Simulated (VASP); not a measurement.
# W3S in VASP: single point with PBE

Aim: the single point of W3S with PBE.

All numbers are computed with VASP 6.6.1; they aren't measurements. Logs are shortened: lines on timing, memory, paths and dates and some standing lists are left out, and cuts for length are marked.

### 1 The cell of the first run

The cell holds a slab with vacuum, 4 atoms: a = 2.757 Å, b = 2.757 Å, c = 19.856 Å, α = 90.00°, β = 90.00°, γ = 109.47°.

### 2 Single point, PBE

The input, INCAR:

```
PREC = Accurate ; ENCUT = 520
EDIFF = 1E-6 ; ISMEAR = 0
SIGMA = 0.1 ; LREAL = False
LASPH = True ; NELM = 100
ALGO = Normal ; ISIF = 2
LWAVE = False ; LCHARG = False
LDIPOL = True ; IDIPOL = 3
DIPOL = 0.5 0.5 0.363 ; GGA = PE
NBANDS = 32
```

The input, KPOINTS:

```
Automatic mesh
0
Gamma
  10 10 1
```

The input, POSCAR:

```
W3S
1.0
    2.7571643582      0.0000000000      0.0000000000
   -0.9190547861      2.5994794860      0.0000000000
    0.0000000000      0.0000000000     19.8562161274
W S
3 1
Direct
    0.5000000000      0.5000000000      0.2014482505
    0.0000000000      0.0000000000      0.3111437109
    0.5000000000      0.5000000000      0.4208362799
    0.5000000000      1.0000000000      0.5174921168
```

Potentials or basis: VASP PAW PBE potentials, release 64 (W_sv, S).

On the command line:

```console
cat potpaw_PBE.64/W_sv/POTCAR potpaw_PBE.64/S/POTCAR > POTCAR
mpirun -np 1 vasp_std > vasp.out
```

OUTCAR:

```text
PREC = Accurate
   ENCUT = 520
   EDIFF = 1E-6
   ISMEAR = 0
   LREAL = False
   LASPH = True
   NELM = 100
   ISIF = 2
   GGA = PE

 ion  position               nearest neighbor table
   1  0.500  0.500  0.201-   2 2.70   2 2.70   2 3.13   2 3.13
   2  0.000  0.000  0.311-   3 2.70   3 2.70   1 2.70   1 2.70   3 3.13   3 3.13   1 3.13   1 3.13

   3  0.500  0.500  0.421-   4 2.36   4 2.36   2 2.70   2 2.70   2 3.13   2 3.13
   4  0.500  0.000  0.517-   3 2.36   3 2.36

  LATTYP: Found a base centered orthorhombic cell.
 ALAT       =     3.1836991688
 B/A-ratio  =     1.4142135624
 C/A-ratio  =     6.2368380537

  Lattice vectors:

 A1 = (   2.7571643582,   0.0000000000,   0.0000000000)
 A2 = (  -0.9190547861,   2.5994794860,   0.0000000000)
 A3 = (   0.0000000000,   0.0000000000,  19.8562161274)

Analysis of symmetry for initial positions (statically):
=====================================================================
 Subroutine PRICEL returns:
 Original cell was already a primitive cell.

 Routine SETGRP: Setting up the symmetry group for a
 base centered orthorhombic supercell.

 Subroutine GETGRP returns: Found  2 space group operations
 (whereof  2 operations were pure point group operations)
 out of a pool of  8 trial point group operations.

The static configuration has the point symmetry C_2 .

Analysis of symmetry for dynamics (positions and initial velocities):
=====================================================================
 Subroutine PRICEL returns:
 Original cell was already a primitive cell.

 Routine SETGRP: Setting up the symmetry group for a
 base centered orthorhombic supercell.

 Subroutine GETGRP returns: Found  2 space group operations
 (whereof  2 operations were pure point group operations)
 out of a pool of  8 trial point group operations.

The dynamic configuration has the point symmetry C_2 .

 Subroutine INISYM returns: Found  2 space group operations
 (whereof  2 operations are pure point group operations),
 and found     1 'primitive' translations

----------------------------------------------------------------------------------------

                                     Primitive cell

  volume of cell :     142.3133

  direct lattice vectors                    reciprocal lattice vectors
     2.757164358  0.000000000  0.000000000     0.362691472  0.128230800  0.000000000
    -0.919054786  2.599479486  0.000000000     0.000000000  0.384692399  0.000000000
     0.000000000  0.000000000 19.856216127     0.000000000  0.000000000  0.050362063

  length of vectors
     2.757164358  2.757164358 19.856216127     0.384692399  0.384692399  0.050362063

  position of ions in fractional coordinates (direct lattice)
     0.500000000  0.500000000  0.201448251
     0.000000000  0.000000000  0.311143711
     0.500000000  0.500000000  0.420836280
     0.500000000  0.000000000  0.517492117

  ion indices of the primitive-cell ions
   primitive index   ion index
                 1           1
                 2           2
                 3           3
                 4           4

----------------------------------------------------------------------------------------

 KPOINTS: Automatic mesh

Automatic generation of k-mesh.
 Grid dimensions read from file:
 generate k-points for:   10   10    1

 Generating k-lattice:

  Cartesian coordinates                     Fractional coordinates (reciprocal lattice)
     0.036269147  0.012823080  0.000000000     0.100000000  0.000000000  0.000000000
     0.000000000  0.038469240  0.000000000     0.000000000  0.100000000  0.000000000
     0.000000000  0.000000000  0.050362063     0.000000000  0.000000000  1.000000000

  Length of vectors
     0.038469240  0.038469240  0.050362063

  Shift w.r.t. Gamma in fractional coordinates (k-lattice)
     0.000000000  0.000000000  0.000000000

 Subroutine IBZKPT returns following result:
 ===========================================

 Found     52 irreducible k-points:

 Following reciprocal coordinates:
            Coordinates               Weight
  0.000000  0.000000  0.000000      1.000000
  0.100000  0.000000  0.000000      2.000000
  0.000000  0.100000  0.000000      2.000000
  0.200000  0.000000  0.000000      2.000000
  0.000000  0.200000  0.000000      2.000000
  0.300000  0.000000  0.000000      2.000000
[... 16 lines left out ...]
 -0.300000  0.100000  0.000000      2.000000
  0.100000 -0.300000  0.000000      2.000000
 [... further k-points ...]
   k-points           NKPTS =     52   k-points in BZ     NKDIM =     52   number of bands    NBANDS=     32
   number of dos      NEDOS =    301   number of ions     NIONS =      4
   total plane-waves  NPLWV =  86400
   dimension x,y,z NGX =    24 NGY =   24 NGZ =  150
   dimension x,y,z NGXF=    48 NGYF=   48 NGZF=  300
   ions per type =               3   1
   NGX,Y,Z   is equivalent  to a cutoff of  14.47, 14.47, 12.56 a.u.
   NGXF,Y,Z  is equivalent  to a cutoff of  28.94, 28.94, 25.12 a.u.
 SYSTEM =  unknown system
   PREC   = accura    normal or accurate (medium, high low for compatibility)
   ISTART =      0    job   : 0-new  1-cont  2-samecut
   ICHARG =      2    charge: 1-file 2-atom 10-const
   ISPIN  =      1    spin polarized calculation?
   LNONCOLLINEAR =      F non collinear calculations
   LSORBIT =      F    spin-orbit coupling
   LASPH  =      T    aspherical Exc in radial PAW
   ENCUT  =  520.0 eV  38.22 Ry    6.18 a.u.   5.13  5.13 36.92*2*pi/ulx,y,z
   NELM   =    100;   NELMIN=  2; NELMDL= -5     # of ELM steps
   EDIFF  = 0.1E-05   stopping-criterion for ELM
   LREAL  =      F    real-space projection
   EDIFFG = 0.1E-04   stopping-criterion for IOM
   NSW    =      0    number of steps for IOM
   IBRION =     -1    ionic relax: 0-MD 1-quasi-New 2-CG
   NFREE  =      0    steps in history (QN), initial steepest desc. (CG)
   ISIF   =      2    stress and relaxation
   ISYM   =      2    0-nonsym 1-usesym 2-fastsym
   POTIM  = 0.5000    time-step for ionic-motion
   TEBEG  =    0.0;   TEEND  =   0.0 temperature during run
   PSTRESS=    0.0 pullay stress
   NELECT =      48.0000    total number of electrons
   NUPDOWN=      -1.0000    fix difference up-down
   EMIN   =  10.00;   EMAX   =-10.00  energy-range for DOS
   EFERMI =   0.00;   METHOD = LEGACY
   ISMEAR =     0;   SIGMA  =   0.10  broadening in eV -4-tet -1-fermi 0-gaus
   EFERMI_NEDOS =   21; number of points for ismear=-14 and -15
   IALGO  =     38    algorithm
   IMIX   =      4    mixing-type and parameters
     AMIX     =   0.40;   BMIX     =  1.00
     AMIX_MAG =   1.60;   BMIX_MAG =  1.00
  volume/ion in A,a.u.               =      35.58       240.09
  Fermi-wavevector in a.u.,A,eV,Ry     =   1.139568  2.153470 17.668718  1.298614
  Thomas-Fermi vector in A             =   2.276271
   LORBIT       =      0    0 simple, 1 ext, 2 COOP (PROOUT), +10 PAW based schemes
   GGA     = PE    functional components
   LHFCALC =     F    Hartree Fock is set to
   AEXX    =    0.0000 exact exchange contribution
   IVDW    =     0    specifies the selected vdW correction
   LEPSILON=     F    determine dielectric tensor
   LRPA    =     F    only Hartree local field effects (RPA)
 non-spin polarized calculation
 Gauss-broadening in eV      SIGMA  =   0.10
  energy-cutoff  :      520.00
  volume of cell :      142.31
 maximum number of plane-waves:      3862
 NGX is ok and might be reduce to    24
   NGX = 11   NGY = 11   NGZ = 73

 dipolmoment           0.000000      0.000000      0.048360 electrons x Angstroem

 number of electron      47.9999999 magnetization

 dipolmoment           0.000000      0.000000     -0.001958 electrons x Angstroem

 Free energy of the ion-electron system (eV)
  ---------------------------------------------------
  ext. energy  EPLUGINS =         0.00000000
  ---------------------------------------------------
  free energy    TOTEN  =       -41.04529147 eV

  energy without entropy =      -41.02953546  energy(sigma->0) =      -41.03741347

 E-fermi :   1.9994     XC(G=0):  -6.6455

 val. band max:        1.9925995373   @ k =   0.0000   0.1000   0.0000
 cond. band min:       1.9997040433   @ k =   0.0000   0.4000   0.0000
 fundamental gap:      0.0071045060
 Fermi energy:         1.9993849112

 k-point     1 :       0.0000    0.0000    0.0000
  band No.  band energies     occupation
      1     -72.1884      2.00000
      2     -72.0899      2.00000
      3     -71.9682      2.00000
      4     -36.9012      2.00000
      5     -36.4314      2.00000
      6     -36.1977      2.00000
[... 24 lines left out ...]
     31       4.7264      0.00000
     32       4.9429      0.00000

 k-point     2 :       0.1000    0.0000    0.0000
  band No.  band energies     occupation
      1     -72.1808      2.00000
      2     -72.0843      2.00000
      3     -71.9636      2.00000
      4     -36.8754      2.00000
      5     -36.4605      2.00000
      6     -36.2277      2.00000
[... 24 lines left out ...]
     31       4.6331      0.00000
     32       5.0918      0.00000

 k-point     3 :       0.0000    0.1000    0.0000
  band No.  band energies     occupation
      1     -72.1807      2.00000
      2     -72.0843      2.00000
      3     -71.9636      2.00000
      4     -36.8743      2.00000
      5     -36.4608      2.00000
      6     -36.2152      2.00000
[... 24 lines left out ...]
     31       4.8719      0.00000
     32       5.2346      0.00000

 k-point     4 :       0.2000    0.0000    0.0000
  band No.  band energies     occupation
      1     -72.1606      2.00000
      2     -72.0698      2.00000
      3     -71.9517      2.00000
      4     -36.8135      2.00000
      5     -36.5648      2.00000
      6     -36.3624      2.00000
[... 654 lines left out ...]
     31       6.0602      0.00000
     32       6.2324      0.00000

 k-point    23 :      -0.3000    0.1000    0.0000
  band No.  band energies     occupation
      1     -72.1365      2.00000
      2     -72.0482      2.00000
      3     -71.9314      2.00000
      4     -36.7865      2.00000
      5     -36.6638      2.00000
      6     -36.5222      2.00000
[... 24 lines left out ...]
     31       5.0827      0.00000
     32       5.6698      0.00000

 k-point    24 :       0.1000   -0.3000    0.0000
  band No.  band energies     occupation
      1     -72.1362      2.00000
      2     -72.0481      2.00000
      3     -71.9314      2.00000
      4     -36.7705      2.00000
      5     -36.6645      2.00000
      6     -36.4996      2.00000
[... 24 lines left out ...]
     31       4.8373      0.00000
     32       5.2255      0.00000

 [... further k-points ...]

------------------------ aborting loop because EDIFF is reached ----------------------------------------

 vacuum level on the upper side and lower side of the slab       (xc-potential included)        -0.728        -0.679

  FORCE on cell =-STRESS in cart. coord.  units (eV):
  Direction    XX          YY          ZZ          XY          YZ          ZX
  --------------------------------------------------------------------------------------
  -------------------------------------------------------------------------------------
  Total        0.7139526      5.0807450      1.5814443     -1.2644228      0.0000000      0.0000000
  in kB        8.0377484     57.1995269     17.8040552    -14.2349967      0.0000000      0.0000000
  external PRESSURE =      27.6804435 kB  Pullay stress =       0.0000000 kB

 VOLUME and BASIS-vectors are now :
 -----------------------------------------------------------------------------
  energy-cutoff  :      520.00
  volume of cell :      142.31
      direct lattice vectors                 reciprocal lattice vectors
     2.757164358  0.000000000  0.000000000     0.362691472  0.128230800  0.000000000
    -0.919054786  2.599479486  0.000000000     0.000000000  0.384692399  0.000000000
     0.000000000  0.000000000 19.856216127     0.000000000  0.000000000  0.050362063

 POSITION                                       TOTAL-FORCE (eV/Angst)
 -----------------------------------------------------------------------------------
      0.91905      1.29974      4.00000         0.000000      0.000000     -0.019519
      0.00000      0.00000      6.17814         0.000000      0.000000     -0.718345
      0.91905      1.29974      8.35622        -0.000000      0.000000      0.752407
      1.37858      0.00000     10.27544         0.000000      0.000000     -0.014543
 -----------------------------------------------------------------------------------
    total drift:                               -0.000000     -0.000000      0.001394

  FREE ENERGIE OF THE ION-ELECTRON SYSTEM (eV)
  ---------------------------------------------------
  free  energy   TOTEN  =       -41.0452914748 eV

  energy  without entropy=      -41.0295354583  energy(sigma->0) =      -41.03741347

 vacuum level on the upper side and lower side of the slab         6.247         6.282
```

Run time: 8.1 min. Hardware: 1 thread of Intel Xeon 8259CL, shared host; peak memory 0.39 GiB.

What came out:

- Free energy: -41.0453 eV
- Largest force: 0.752 eV/Å
- Band gap on the k mesh: zero (bands 24 and 25 overlap by 1.83 eV)

Forces in eV/Å, atoms in the order of the input:
```
W    0.000  0.000 -0.020
W    0.000  0.000 -0.718
W    0.000  0.000  0.752
S    0.000  0.000 -0.015
```

Caveat: spin-orbit coupling is left out, which moves the levels of the heavy elements.
